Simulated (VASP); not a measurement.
# WS2 (P-3m1) in VASP: notebook, part 2 of 3

VASP 6.6.1.

## Step 3: Single point, PBE

Contents of INCAR:

```
PREC = Accurate
ENCUT = 520
EDIFF = 1E-6
ISMEAR = -5
SIGMA = 0.1
LREAL = False
LASPH = True
NELM = 80
ALGO = Normal
ISIF = 2
LWAVE = False
LCHARG = True
GGA = PE
LELF = True
LVHAR = True
NBANDS = 20
```

Contents of KPOINTS:

```
Automatic mesh
0
Gamma
  6 6 4
```

Contents of POSCAR:

```
WS2
1.0
    3.2287644061      0.0000000000      0.0000000000
   -1.6143822031      2.7961919985      0.0000000000
    0.0000000000      0.0000000000      5.9936451124
W S
1 2
Direct
    0.0000000000      0.0000000000      0.0000000000
    0.3333333333      0.6666666667      0.2566832689
    0.6666666667      0.3333333333      0.7433167311
```

Potentials or basis: VASP PAW PBE potentials, release 64 (W_sv, S).

Started as:

```sh
$ cat potpaw_PBE.64/W_sv/POTCAR potpaw_PBE.64/S/POTCAR > POTCAR
$ mpirun -np 1 vasp_std > vasp.out
```

OUTCAR:

```text
PREC = Accurate
   ENCUT = 520
   EDIFF = 1E-6
   ISMEAR = -5
   LREAL = False
   LASPH = True
   NELM = 80
   ISIF = 2
   GGA = PE

 ion  position               nearest neighbor table
   1  0.000  0.000  0.000-   2 2.42   3 2.42   3 2.42   2 2.42   3 2.42   2 2.42
   2  0.333  0.667  0.257-   1 2.42   1 2.42   1 2.42
   3  0.667  0.333  0.743-   1 2.42   1 2.42   1 2.42

  LATTYP: Found a hexagonal cell.
 ALAT       =     3.2287644061
 C/A-ratio  =     1.8563277956

  Lattice vectors:

 A1 = (   3.2287644061,   0.0000000000,   0.0000000000)
 A2 = (  -1.6143822031,   2.7961919985,   0.0000000000)
 A3 = (   0.0000000000,   0.0000000000,   5.9936451124)

Analysis of symmetry for initial positions (statically):
=====================================================================
 Subroutine PRICEL returns:
 Original cell was already a primitive cell.

 Routine SETGRP: Setting up the symmetry group for a
 hexagonal supercell.

 Subroutine GETGRP returns: Found 12 space group operations
 (whereof 12 operations were pure point group operations)
 out of a pool of 24 trial point group operations.

The static configuration has the point symmetry D_3d.

Analysis of symmetry for dynamics (positions and initial velocities):
=====================================================================
 Subroutine PRICEL returns:
 Original cell was already a primitive cell.

 Routine SETGRP: Setting up the symmetry group for a
 hexagonal supercell.

 Subroutine GETGRP returns: Found 12 space group operations
 (whereof 12 operations were pure point group operations)
 out of a pool of 24 trial point group operations.

The dynamic configuration has the point symmetry D_3d.

 Subroutine INISYM returns: Found 12 space group operations
[... 112 lines left out ...]
   NUPDOWN=      -1.0000    fix difference up-down
   EMIN   =  10.00;   EMAX   =-10.00  energy-range for DOS
   EFERMI =   0.00;   METHOD = LEGACY
   ISMEAR =    -5;   SIGMA  =   0.10  broadening in eV -4-tet -1-fermi 0-gaus
   EFERMI_NEDOS =   21; number of points for ismear=-14 and -15
   IALGO  =     38    algorithm
   IMIX   =      4    mixing-type and parameters
     AMIX     =   0.40;   BMIX     =  1.00
     AMIX_MAG =   1.60;   BMIX_MAG =  1.00
  volume/ion in A,a.u.               =      18.04       121.72
  Fermi-wavevector in a.u.,A,eV,Ry     =   1.282236  2.423074 22.369721  1.644128
  Thomas-Fermi vector in A             =   2.414559
   LORBIT       =      0    0 simple, 1 ext, 2 COOP (PROOUT), +10 PAW based schemes
   GGA     = PE    functional components
   LHFCALC =     F    Hartree Fock is set to
   AEXX    =    0.0000 exact exchange contribution
   IVDW    =     0    specifies the selected vdW correction
   LEPSILON=     F    determine dielectric tensor
   LRPA    =     F    only Hartree local field effects (RPA)
 non-spin polarized calculation
 Fermi weights with tetrahedron method with Bloechl corrections
  energy-cutoff  :      520.00
  volume of cell :       54.11
 maximum number of plane-waves:      1506
   NGX = 13   NGY = 13   NGZ = 23

 number of electron      26.0000002 magnetization

 Free energy of the ion-electron system (eV)
  ---------------------------------------------------
  ext. energy  EPLUGINS =         0.00000000
  ---------------------------------------------------
  free energy    TOTEN  =       -22.76343349 eV

  energy without entropy =      -22.76343349  energy(sigma->0) =      -22.76343349

 E-fermi :   7.5340     XC(G=0): -10.8916

 val. band max:        7.1548026369   @ k =   0.3333   0.1667   0.0000
 cond. band min:       7.2514379849   @ k =   0.0000   0.0000   0.2500
 fundamental gap:      0.0966353480
 Fermi energy:         7.5340325161

 k-point     1 :       0.0000    0.0000    0.0000
  band No.  band energies     occupation
      1     -67.4456      2.00000
      2     -31.6106      2.00000
      3     -31.6106      2.00000
      4     -31.5617      2.00000
      5      -8.1053      2.00000
      6      -6.1428      2.00000
[... 541 lines left out ...]
     19      14.9806      0.00000
     20      15.3850      0.00000

------------------------ aborting loop because EDIFF is reached ----------------------------------------

  FORCE on cell =-STRESS in cart. coord.  units (eV):
  Direction    XX          YY          ZZ          XY          YZ          ZX
  --------------------------------------------------------------------------------------
  -------------------------------------------------------------------------------------
  Total        0.7448130      0.7448130      1.5646187     -0.0000000      0.0000000      0.0000000
  in kB       22.0527872     22.0527872     46.3259914     -0.0000000      0.0000000      0.0000000
  external PRESSURE =      30.1438553 kB  Pullay stress =       0.0000000 kB

 VOLUME and BASIS-vectors are now :
 -----------------------------------------------------------------------------
  energy-cutoff  :      520.00
  volume of cell :       54.11
      direct lattice vectors                 reciprocal lattice vectors
     3.228764406  0.000000000  0.000000000     0.309716001  0.178814617  0.000000000
    -1.614382203  2.796191998  0.000000000     0.000000000  0.357629233  0.000000000
     0.000000000  0.000000000  5.993645112     0.000000000  0.000000000  0.166843378

 POSITION                                       TOTAL-FORCE (eV/Angst)
 -----------------------------------------------------------------------------------
      0.00000      0.00000      0.00000         0.000000      0.000000      0.000000
     -0.00000      1.86413      1.53847         0.000000      0.000000      0.246608
      1.61438      0.93206      4.45518        -0.000000     -0.000000     -0.246608
 -----------------------------------------------------------------------------------
    total drift:                                0.000000      0.000000      0.000000

  FREE ENERGIE OF THE ION-ELECTRON SYSTEM (eV)
  ---------------------------------------------------
  free  energy   TOTEN  =       -22.7634334942 eV

  energy  without entropy=      -22.7634334942  energy(sigma->0) =      -22.76343349
```

OSZICAR:

```text
N       E                     dE             d eps       ncg     rms          rms(c)
DAV:   1     0.201015267550E+03    0.20102E+03   -0.12889E+04   960   0.129E+03
DAV:   2    -0.135223076186E+02   -0.21454E+03   -0.20757E+03  1120   0.342E+02
DAV:   3    -0.241030265529E+02   -0.10581E+02   -0.10456E+02  1196   0.716E+01
DAV:   4    -0.242694367143E+02   -0.16641E+00   -0.16602E+00  1124   0.950E+00
DAV:   5    -0.242723110423E+02   -0.28743E-02   -0.28639E-02  1216   0.132E+00    0.253E+01
DAV:   6    -0.229846740251E+02    0.12876E+01   -0.91533E+00  1044   0.183E+01    0.109E+01
DAV:   7    -0.228363215601E+02    0.14835E+00   -0.22449E+00  1008   0.779E+00    0.596E+00
DAV:   8    -0.227636766961E+02    0.72645E-01   -0.37921E-01  1084   0.383E+00    0.130E+00
DAV:   9    -0.227635613260E+02    0.11537E-03   -0.13667E-02  1100   0.816E-01    0.523E-01
DAV:  10    -0.227635129154E+02    0.48411E-04   -0.49791E-03  1100   0.476E-01    0.700E-02
DAV:  11    -0.227633658030E+02    0.14711E-03   -0.89290E-04  1072   0.193E-01    0.672E-02
DAV:  12    -0.227634333685E+02   -0.67565E-04   -0.78657E-05  1100   0.622E-02    0.198E-02
DAV:  13    -0.227634239358E+02    0.94327E-05   -0.14935E-05  1096   0.263E-02    0.133E-02
DAV:  14    -0.227634354850E+02   -0.11549E-04   -0.14761E-06   776   0.674E-03    0.527E-03
DAV:  15    -0.227634333927E+02    0.20923E-05   -0.64890E-07   660   0.540E-03    0.290E-03
DAV:  16    -0.227634334942E+02   -0.10147E-06   -0.79439E-08   520   0.198E-03
   1 F= -.22763433E+02 E0= -.22763433E+02  d E =0.000000E+00
```

It took 22 s on 1 thread of Intel Xeon 6975P-C, shared host; peak memory 0.18 GiB.

Results:

- Free energy: -22.7634 eV
- Pressure: 3.0 GPa
- Largest force: 0.247 eV/Å
- Band gap on the k mesh: zero (band 13 reaches 8.20 eV, above the bottom of band 14 at 6.75 eV)

Forces in eV/Å, atoms in the order of the input:
```
W    0.000  0.000  0.000
S    0.000  0.000  0.247
S    0.000  0.000 -0.247
```

Stress tensor (GPa, compression positive):
```
2.21 0.00 0.00
0.00 2.21 0.00
0.00 0.00 4.63
```

Levels at points of the mesh, in eV from the Fermi level:
```
           k point  band 9  band 10  band 11  band 12  band 13  band 14  band 15  band 16  band 17  band 18
(0.00, 0.00, 0.00)   -4.41    -1.82    -1.14    -0.87    -0.87    -0.65    -0.65     3.30     3.30     5.49
(0.50, 0.00, 0.00)   -5.18    -4.42    -3.84    -2.25    -1.83     1.48     2.20     3.52     4.18     5.27
(0.00, 0.00, 0.50)   -4.39    -4.18    -0.89    -0.89    -0.78    -0.78     0.08     3.64     3.64     5.65
(0.50, 0.00, 0.50)   -5.13    -4.52    -2.65    -2.36    -1.97     1.47     2.22     3.55     4.04     4.75
```

Caveat: the k points lie up to 0.37 Å⁻¹ apart; spin-orbit coupling is left out, which moves the levels of the heavy elements; this functional lacks dispersion, which binds the layers, so the pressure and a relaxed spacing across them are unreliable; tetrahedron occupations give inexact forces and stress in metals.

## Step 4: Single point, PBE

Contents of INCAR:

```
SYSTEM = WS2
PREC = Accurate ; ENCUT = 520
EDIFF = 1E-7 ; ISMEAR = 0
SIGMA = 0.001 ; LREAL = .False.
LASPH = .True. ; NELM = 100
ALGO = Normal ; ISIF = 2
LWAVE = .False. ; LCHARG = .False.
GGA = PE ; NBANDS = 20
```

Contents of KPOINTS:

```
Automatic mesh
0
Gamma
  6 6 4
  0 0 0
```

POSCAR is that of step 3.

Potentials or basis: VASP PAW PBE potentials, release 64 (W_sv, S).

Started as:

```sh
$ cat potpaw_PBE.64/W_sv/POTCAR potpaw_PBE.64/S/POTCAR > POTCAR
$ mpirun -np 1 vasp_std > vasp.out
```

OUTCAR:

```text
SYSTEM = WS2
   PREC = Accurate
   ENCUT = 520
   EDIFF = 1E-7
   ISMEAR = 0
   LREAL = .False.
   LASPH = .True.
   NELM = 100
   ISIF = 2
   GGA = PE

 ion  position               nearest neighbor table
   1  0.000  0.000  0.000-   2 2.42   3 2.42   3 2.42   2 2.42   3 2.42   2 2.42
   2  0.333  0.667  0.257-   1 2.42   1 2.42   1 2.42
   3  0.667  0.333  0.743-   1 2.42   1 2.42   1 2.42

  LATTYP: Found a hexagonal cell.
 ALAT       =     3.2287644061
 C/A-ratio  =     1.8563277956

  Lattice vectors:

 A1 = (   3.2287644061,   0.0000000000,   0.0000000000)
 A2 = (  -1.6143822031,   2.7961919985,   0.0000000000)
 A3 = (   0.0000000000,   0.0000000000,   5.9936451124)

Analysis of symmetry for initial positions (statically):
=====================================================================
 Subroutine PRICEL returns:
 Original cell was already a primitive cell.

 Routine SETGRP: Setting up the symmetry group for a
 hexagonal supercell.

 Subroutine GETGRP returns: Found 12 space group operations
 (whereof 12 operations were pure point group operations)
 out of a pool of 24 trial point group operations.

[... 160 lines left out ...]

  energy without entropy =      -22.77997139  energy(sigma->0) =      -22.77997875

 E-fermi :   7.5064     XC(G=0): -10.8905

 val. band max:        7.2528958870   @ k =   0.0000   0.0000   0.2500
 cond. band min:       7.5070871979   @ k =   0.1667   0.1667   0.5000
 fundamental gap:      0.2541913108
 Fermi energy:         7.5064031275

 k-point     1 :       0.0000    0.0000    0.0000
  band No.  band energies     occupation
      1     -67.4545      2.00000
      2     -31.6204      2.00000
      3     -31.6204      2.00000
      4     -31.5670      2.00000
      5      -8.1040      2.00000
      6      -6.1397      2.00000
[... 541 lines left out ...]
     19      14.9841      0.00000
     20      15.3823      0.00000

------------------------ aborting loop because EDIFF is reached ----------------------------------------

  FORCE on cell =-STRESS in cart. coord.  units (eV):
  Direction    XX          YY          ZZ          XY          YZ          ZX
  --------------------------------------------------------------------------------------
  -------------------------------------------------------------------------------------
  Total        0.6653091      0.6653091      1.7526086     -0.0000000      0.0000000     -0.0000000
  in kB       19.6987944     19.6987944     51.8920884     -0.0000000      0.0000000     -0.0000000
  external PRESSURE =      30.4298924 kB  Pullay stress =       0.0000000 kB

 VOLUME and BASIS-vectors are now :
 -----------------------------------------------------------------------------
  energy-cutoff  :      520.00
  volume of cell :       54.11
      direct lattice vectors                 reciprocal lattice vectors
     3.228764406  0.000000000  0.000000000     0.309716001  0.178814617  0.000000000
    -1.614382203  2.796191998  0.000000000     0.000000000  0.357629233  0.000000000
     0.000000000  0.000000000  5.993645112     0.000000000  0.000000000  0.166843378

 POSITION                                       TOTAL-FORCE (eV/Angst)
 -----------------------------------------------------------------------------------
      0.00000      0.00000      0.00000        -0.000000      0.000000      0.000000
     -0.00000      1.86413      1.53847         0.000000     -0.000000      0.264384
      1.61438      0.93206      4.45518        -0.000000     -0.000000     -0.264384
 -----------------------------------------------------------------------------------
    total drift:                                0.000000      0.000000     -0.000000

  FREE ENERGIE OF THE ION-ELECTRON SYSTEM (eV)
  ---------------------------------------------------
  free  energy   TOTEN  =       -22.7799861160 eV

  energy  without entropy=      -22.7799713934  energy(sigma->0) =      -22.77997875
```

OSZICAR:

```text
N       E                     dE             d eps       ncg     rms          rms(c)
DAV:   1     0.201016490451E+03    0.20102E+03   -0.12889E+04   960   0.129E+03
DAV:   2    -0.135085422804E+02   -0.21453E+03   -0.20713E+03  1120   0.342E+02
DAV:   3    -0.241143345188E+02   -0.10606E+02   -0.10463E+02  1196   0.717E+01
DAV:   4    -0.242810059163E+02   -0.16667E+00   -0.16649E+00  1124   0.950E+00
DAV:   5    -0.242838768757E+02   -0.28710E-02   -0.28708E-02  1216   0.132E+00    0.253E+01
DAV:   6    -0.229999439936E+02    0.12839E+01   -0.90363E+00  1044   0.183E+01    0.109E+01
DAV:   7    -0.228375514156E+02    0.16239E+00   -0.19570E+00  1008   0.744E+00    0.584E+00
DAV:   8    -0.227804901208E+02    0.57061E-01   -0.32457E-01  1100   0.356E+00    0.125E+00
DAV:   9    -0.227802767614E+02    0.21336E-03   -0.11565E-02  1108   0.767E-01    0.499E-01
DAV:  10    -0.227800058119E+02    0.27095E-03   -0.43606E-03  1096   0.442E-01    0.736E-02
DAV:  11    -0.227799663584E+02    0.39453E-04   -0.72606E-04  1068   0.170E-01    0.577E-02
DAV:  12    -0.227799756105E+02   -0.92520E-05   -0.58257E-05  1100   0.548E-02    0.155E-02
DAV:  13    -0.227799864046E+02   -0.10794E-04   -0.13534E-05  1096   0.250E-02    0.112E-02
DAV:  14    -0.227799860614E+02    0.34325E-06   -0.10145E-06  1152   0.572E-03    0.399E-03
DAV:  15    -0.227799861160E+02   -0.54671E-07   -0.52349E-07  1044   0.457E-03
   1 F= -.22779986E+02 E0= -.22779979E+02  d E =-.147226E-04
```

stdout:

```text
POSCAR found type information on POSCAR W S
 POSCAR found :  2 types and       3 ions
 scaLAPACK will be used
 LDA part: xc-table for (Slater+PW92), standard interpolation
 POSCAR, INCAR and KPOINTS ok, starting setup
 FFT: planning ... GRIDC
 FFT: planning ... GRID_SOFT
 FFT: planning ... GRID
 WAVECAR not read
 entering main loop
```

Wall time 21 s (1 thread of Intel Xeon 6975P-C, shared host); peak memory 0.18 GiB.

Results:

| Item | Value |
| --- | --- |
| Free energy | -22.7800 eV |
| Pressure | 3.0 GPa |
| Largest force | 0.264 eV/Å |
| Band gap on the k mesh | zero (band 13 reaches 8.20 eV, above the bottom of band 14 at 6.75 eV) |

Forces on the atoms (eV/Å):
```
W    0.000  0.000  0.000
S    0.000  0.000  0.264
S    0.000  0.000 -0.264
```

Levels at points of the mesh, in eV from the Fermi level:
| k point | band 11 | band 12 | band 13 | band 14 | band 15 | band 16 |
| --- | --- | --- | --- | --- | --- | --- |
| (0.00, 0.00, 0.00) | -1.11 | -0.85 | -0.85 | -0.62 | -0.62 | 3.33 |
| (0.50, 0.00, 0.00) | -3.81 | -2.22 | -1.80 | 1.49 | 2.23 | 3.54 |
| (0.00, 0.00, 0.50) | -0.86 | -0.86 | -0.75 | -0.75 | 0.11 | 3.67 |
| (0.50, 0.00, 0.50) | -2.62 | -2.34 | -1.94 | 1.49 | 2.24 | 3.58 |

Caveat: the k points lie up to 0.37 Å⁻¹ apart; spin-orbit coupling is left out, which moves the levels of the heavy elements; this functional lacks dispersion, which binds the layers, so the pressure and a relaxed spacing across them are unreliable.

(Continued in part 3 of 3.)
